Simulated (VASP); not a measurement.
# MoW2 (P-3m1) in VASP: notebook

MoW2 is run at these levels: PBE; tasks: relaxation of cell and atoms, single point.

Program: VASP 6.6.1. These are calculated values, not measurements. Logs are shortened: lines on timing, memory, paths and dates and some standing lists are left out, and cuts for length are marked.

### 1 The cell of the first run

Symmetry: P-3m1, No. 164, trigonal system. The conventional cell has a = 4.630 Å, b = 4.630 Å, c = 2.835 Å, α = 90.00°, β = 90.00°, γ = 120.00°. Mo (site symmetry -3m) has 12 W at 2.84 to 3.27 Å and 2 Mo at 2.84 Å within 3.7 Å. W (site symmetry 3m) has 6 Mo at 2.84 to 3.27 Å and 8 W at 2.84 to 3.27 Å within 3.7 Å.

### 2 Relaxation of cell and atoms, PBE

INCAR reads:

```
SYSTEM = MoW2
PREC = Accurate ; ENCUT = 600
EDIFF = 1E-6 ; ISMEAR = 0
SIGMA = 0.1 ; LREAL = .FALSE.
LASPH = .TRUE. ; NELM = 80
ALGO = Normal ; ISIF = 3
LWAVE = .FALSE. ; LCHARG = .FALSE.
GGA = PE ; IBRION = 2
NSW = 90 ; EDIFFG = -0.04
```

KPOINTS reads:

```
regular mesh
0
G
  6 6 6
  0 0 0
```

POSCAR reads:

```
MoW2
1.0
    4.6302924600      0.0000000000      0.0000000000
   -2.3151462300      4.0099509000      0.0000000000
    0.0000000000      0.0000000000      2.8354634700
Mo W
1 2
Direct
    0.0000000000      0.0000000000      0.5000000000
    0.3333333300      0.6666666700      0.8333333300
    0.6666666700      0.3333333300      0.1666666700
```

Potentials or basis: VASP PAW PBE potentials, release 64 (Mo_sv, W_sv).

On the command line:

```bash
$ cat potpaw_PBE.64/Mo_sv/POTCAR potpaw_PBE.64/W_sv/POTCAR > POTCAR
$ mpirun -np 1 vasp_std > vasp.out
```

OUTCAR:

```text
SYSTEM = MoW2
   PREC = Accurate
   ENCUT = 600
   EDIFF = 1E-6
   ISMEAR = 0
   LREAL = .FALSE.
   LASPH = .TRUE.
   NELM = 80
   ISIF = 3
   GGA = PE
   IBRION = 2
   NSW = 90
   EDIFFG = -0.04

 ion  position               nearest neighbor table
   1  0.000  0.000  0.500-   2 2.84   3 2.84   3 2.84   2 2.84   3 2.84   2 2.84   3 3.27   2 3.27
                             3 3.27   2 3.27   3 3.27   2 3.27
   2  0.333  0.667  0.833-   1 2.84   3 2.84   3 2.84   1 2.84   1 2.84   3 2.84   3 3.27   3 3.27
                             1 3.27   1 3.27   1 3.27   3 3.27
   3  0.667  0.333  0.167-   1 2.84   2 2.84   2 2.84   1 2.84   1 2.84   2 2.84   2 3.27   2 3.27
                             1 3.27   1 3.27   1 3.27   2 3.27

  LATTYP: Found a hexagonal cell.
 ALAT       =     4.6302924600
 C/A-ratio  =     0.6123724353

  Lattice vectors:

 A1 = (   4.6302924600,   0.0000000000,   0.0000000000)
 A2 = (  -2.3151462300,   4.0099509000,   0.0000000000)
 A3 = (   0.0000000000,   0.0000000000,   2.8354634700)

Analysis of symmetry for initial positions (statically):
=====================================================================
 Subroutine PRICEL returns:
 Original cell was already a primitive cell.

 Routine SETGRP: Setting up the symmetry group for a
 hexagonal supercell.

 Subroutine GETGRP returns: Found 12 space group operations
 (whereof 12 operations were pure point group operations)
 out of a pool of 24 trial point group operations.

The static configuration has the point symmetry D_3d.

Analysis of symmetry for dynamics (positions and initial velocities):
=====================================================================
 Subroutine PRICEL returns:
 Original cell was already a primitive cell.

 Routine SETGRP: Setting up the symmetry group for a
 hexagonal supercell.

 Subroutine GETGRP returns: Found 12 space group operations
 (whereof 12 operations were pure point group operations)
 out of a pool of 24 trial point group operations.

The dynamic configuration has the point symmetry D_3d.

 Subroutine INISYM returns: Found 12 space group operations
 (whereof 12 operations are pure point group operations),
 and found     1 'primitive' translations

----------------------------------------------------------------------------------------

                                     Primitive cell

  volume of cell :      52.6467

  direct lattice vectors                    reciprocal lattice vectors
     4.630292460  0.000000000  0.000000000     0.215969079  0.124689806  0.000000000
    -2.315146230  4.009950900  0.000000000     0.000000000  0.249379612  0.000000000
     0.000000000  0.000000000  2.835463470     0.000000000  0.000000000  0.352676030

  length of vectors
     4.630292460  4.630292462  2.835463470     0.249379612  0.249379612  0.352676030

  position of ions in fractional coordinates (direct lattice)
     0.000000000  0.000000000  0.500000000
     0.333333330  0.666666670  0.833333330
     0.666666670  0.333333330  0.166666670

  ion indices of the primitive-cell ions
   primitive index   ion index
                 1           1
                 2           2
                 3           3

----------------------------------------------------------------------------------------

 KPOINTS: regular mesh

Automatic generation of k-mesh.
 Grid dimensions read from file:
 generate k-points for:    6    6    6

 Generating k-lattice:

  Cartesian coordinates                     Fractional coordinates (reciprocal lattice)
     0.035994847  0.020781634  0.000000000     0.166666667  0.000000000  0.000000000
     0.000000000  0.041563269  0.000000000     0.000000000  0.166666667  0.000000000
     0.000000000  0.000000000  0.058779338     0.000000000  0.000000000  0.166666667

  Length of vectors
     0.041563269  0.041563269  0.058779338

  Shift w.r.t. Gamma in fractional coordinates (k-lattice)
     0.000000000  0.000000000  0.000000000

 Subroutine IBZKPT returns following result:
 ===========================================

 Found     34 irreducible k-points:

 Following reciprocal coordinates:
            Coordinates               Weight
  0.000000  0.000000  0.000000      1.000000
  0.166667  0.000000  0.000000      6.000000
  0.333333  0.000000  0.000000      6.000000
  0.500000  0.000000  0.000000      3.000000
  0.166667  0.166667  0.000000      6.000000
  0.333333  0.166667  0.000000     12.000000
[... 16 lines left out ...]
  0.500000  0.000000  0.333333      6.000000
  0.166667  0.166667  0.333333     12.000000
 [... further k-points ...]
   k-points           NKPTS =     34   k-points in BZ     NKDIM =     34   number of bands    NBANDS=     25
   number of dos      NEDOS =    301   number of ions     NIONS =      3
   total plane-waves  NPLWV =  38400
   dimension x,y,z NGX =    40 NGY =   40 NGZ =   24
   dimension x,y,z NGXF=    80 NGYF=   80 NGZF=   48
   ions per type =               1   2
   NGX,Y,Z   is equivalent  to a cutoff of  14.36, 14.36, 14.07 a.u.
   NGXF,Y,Z  is equivalent  to a cutoff of  28.72, 28.72, 28.14 a.u.
 SYSTEM =  MoW2
   PREC   = accura    normal or accurate (medium, high low for compatibility)
   ISTART =      0    job   : 0-new  1-cont  2-samecut
   ICHARG =      2    charge: 1-file 2-atom 10-const
   ISPIN  =      1    spin polarized calculation?
   LNONCOLLINEAR =      F non collinear calculations
   LSORBIT =      F    spin-orbit coupling
   LASPH  =      T    aspherical Exc in radial PAW
   ENCUT  =  600.0 eV  44.10 Ry    6.64 a.u.   9.25  9.25  5.66*2*pi/ulx,y,z
   NELM   =     80;   NELMIN=  2; NELMDL= -5     # of ELM steps
   EDIFF  = 0.1E-05   stopping-criterion for ELM
   LREAL  =      F    real-space projection
   EDIFFG = -.4E-01   stopping-criterion for IOM
   NSW    =     90    number of steps for IOM
   IBRION =      2    ionic relax: 0-MD 1-quasi-New 2-CG
   NFREE  =      1    steps in history (QN), initial steepest desc. (CG)
   ISIF   =      3    stress and relaxation
   ISYM   =      2    0-nonsym 1-usesym 2-fastsym
   POTIM  = 0.5000    time-step for ionic-motion
   TEBEG  =    0.0;   TEEND  =   0.0 temperature during run
   PSTRESS=    0.0 pullay stress
   NELECT =      42.0000    total number of electrons
   NUPDOWN=      -1.0000    fix difference up-down
   EMIN   =  10.00;   EMAX   =-10.00  energy-range for DOS
   EFERMI =   0.00;   METHOD = LEGACY
   ISMEAR =     0;   SIGMA  =   0.10  broadening in eV -4-tet -1-fermi 0-gaus
   EFERMI_NEDOS =   21; number of points for ismear=-14 and -15
   IALGO  =     38    algorithm
   IMIX   =      4    mixing-type and parameters
     AMIX     =   0.40;   BMIX     =  1.00
     AMIX_MAG =   1.60;   BMIX_MAG =  1.00
  volume/ion in A,a.u.               =      17.55       118.43
  Fermi-wavevector in a.u.,A,eV,Ry     =   1.518334  2.869236 31.366044  2.305339
  Thomas-Fermi vector in A             =   2.627469
   LORBIT       =      0    0 simple, 1 ext, 2 COOP (PROOUT), +10 PAW based schemes
   GGA     = PE    functional components
   LHFCALC =     F    Hartree Fock is set to
   AEXX    =    0.0000 exact exchange contribution
   IVDW    =     0    specifies the selected vdW correction
   LEPSILON=     F    determine dielectric tensor
   LRPA    =     F    only Hartree local field effects (RPA)
 conjugate gradient relaxation of ions
 non-spin polarized calculation
 Gauss-broadening in eV      SIGMA  =   0.10
  energy-cutoff  :      600.00
  volume of cell :       52.65
 maximum number of plane-waves:      1778
 NGX is ok and might be reduce to    40
   NGX = 19   NGY = 19   NGZ = 11

--------------------------------------- Ionic step        1  -------------------------------------------

 number of electron      42.0000003 magnetization

 Free energy of the ion-electron system (eV)
  ---------------------------------------------------
  ext. energy  EPLUGINS =         0.00000000
  ---------------------------------------------------
  free energy    TOTEN  =       -36.55409630 eV

  energy without entropy =      -36.54181264  energy(sigma->0) =      -36.54795447

------------------------ aborting loop because EDIFF is reached ----------------------------------------

  FORCE on cell =-STRESS in cart. coord.  units (eV):
  Direction    XX          YY          ZZ          XY          YZ          ZX
  --------------------------------------------------------------------------------------
  -------------------------------------------------------------------------------------
  Total       -6.8562949     -6.8562949     -7.3482471      0.0000000      0.0000000      0.0000000
  in kB     -208.6548742   -208.6548745   -223.6262612      0.0000000      0.0000000      0.0000000
  external PRESSURE =    -213.6453366 kB  Pullay stress =       0.0000000 kB
[... 92 lines left out ...]
  FREE ENERGIE OF THE ION-ELECTRON SYSTEM (eV)
  ---------------------------------------------------
  free  energy   TOTEN  =       -36.8752965856 eV

  energy  without entropy=      -36.8630032773  energy(sigma->0) =      -36.86914993

[... ionic steps 4 to 7 ...]

--------------------------------------- Ionic step        8  -------------------------------------------

 number of electron      41.9999999 magnetization

------------------------ aborting loop because EDIFF is reached ----------------------------------------

  FORCE on cell =-STRESS in cart. coord.  units (eV):
  Direction    XX          YY          ZZ          XY          YZ          ZX
  --------------------------------------------------------------------------------------
  -------------------------------------------------------------------------------------
  Total       -0.1348345     -0.1348345     -0.3279187      0.0000000      0.0000000      0.0000000
  in kB       -4.4768639     -4.4768639    -10.8877722      0.0000000      0.0000000      0.0000000
  external PRESSURE =      -6.6138333 kB  Pullay stress =       0.0000000 kB
[... 59 lines left out ...]
  energy  without entropy=      -36.8686734505  energy(sigma->0) =      -36.87439954

--------------------------------------- Ionic step       10  -------------------------------------------

 number of electron      41.9999999 magnetization

 Free energy of the ion-electron system (eV)
  ---------------------------------------------------
  ext. energy  EPLUGINS =         0.00000000
  ---------------------------------------------------
  free energy    TOTEN  =       -36.88054965 eV

  energy without entropy =      -36.86884051  energy(sigma->0) =      -36.87469508

 E-fermi :  11.5292     XC(G=0): -13.4647

 val. band max:       11.4946301985   @ k =   0.5000   0.0000   0.3333
 cond. band min:      11.5351962867   @ k =   0.1667   0.1667   0.0000
 fundamental gap:      0.0405660882
 Fermi energy:        11.5292386220

 k-point     1 :       0.0000    0.0000    0.0000
  band No.  band energies     occupation
      1     -62.5759      2.00000
      2     -62.4833      2.00000
      3     -49.5870      2.00000
      4     -27.0511      2.00000
      5     -27.0511      2.00000
      6     -26.5503      2.00000
[... 661 lines left out ...]
     24      13.7032      0.00000
     25      14.1149      0.00000

 [... further k-points ...]
[... 5 lines left out ...]
  --------------------------------------------------------------------------------------
  -------------------------------------------------------------------------------------
  Total       -0.0121889     -0.0121889      0.0303149      0.0000000      0.0000000      0.0000000
  in kB       -0.4056652     -0.4056652      1.0089267      0.0000000      0.0000000      0.0000000
  external PRESSURE =       0.0658655 kB  Pullay stress =       0.0000000 kB
[... 18 lines left out ...]
  FREE ENERGIE OF THE ION-ELECTRON SYSTEM (eV)
  ---------------------------------------------------
  free  energy   TOTEN  =       -36.8805496456 eV

  energy  without entropy=      -36.8688405115  energy(sigma->0) =      -36.87469508

 reached required accuracy - stopping structural energy minimisation
```

Wall time 5.8 min (1 thread of Intel Xeon Platinum 8375C at 2.90GHz (Ice Lake), shared host); peak memory 0.23 GiB.

What came out:

| Property | Result |
| --- | --- |
| Free energy | -36.8805 eV |
| Relaxed volume | 16.05 Å³/atom |
| Relaxed cell | a = 4.509 Å, b = 4.509 Å, c = 2.735 Å, α = 90.00°, β = 90.00°, γ = 120.00° |
| Space group after relaxing (to 0.1 Å) | P-3m1 (No. 164) |
| Pressure after relaxing | 0.0 GPa |
| Largest force after relaxing | 0.025 eV/Å |
| Band gap on the k mesh | zero (bands 21 and 22 overlap by 3.31 eV) |

Forces in eV/Å, atoms in the order of the input:
```
Mo   0.000  0.000  0.000
W    0.000  0.000 -0.025
W    0.000  0.000  0.025
```

Final structure:
```cif
data_structure
_symmetry_space_group_name_H-M 'P 1'
_symmetry_Int_Tables_number 1
_cell_length_a 4.5086
_cell_length_b 4.5086
_cell_length_c 2.7345
_cell_angle_alpha 90.000
_cell_angle_beta 90.000
_cell_angle_gamma 120.000
_cell_volume 48.14
loop_
_atom_site_label
_atom_site_type_symbol
_atom_site_fract_x
_atom_site_fract_y
_atom_site_fract_z
_atom_site_occupancy
Mo1 Mo 0.00000 0.00000 0.50000 1
W1 W 0.33333 0.66667 0.83152 1
W2 W 0.66667 0.33333 0.16848 1
```

Caveat: the k points lie up to 0.38 Å⁻¹ apart in the final cell, too coarse for converged energies and pressures of a metal; spin-orbit coupling is left out, which moves the levels of the heavy elements.

(Continued in part 2 of 2.)
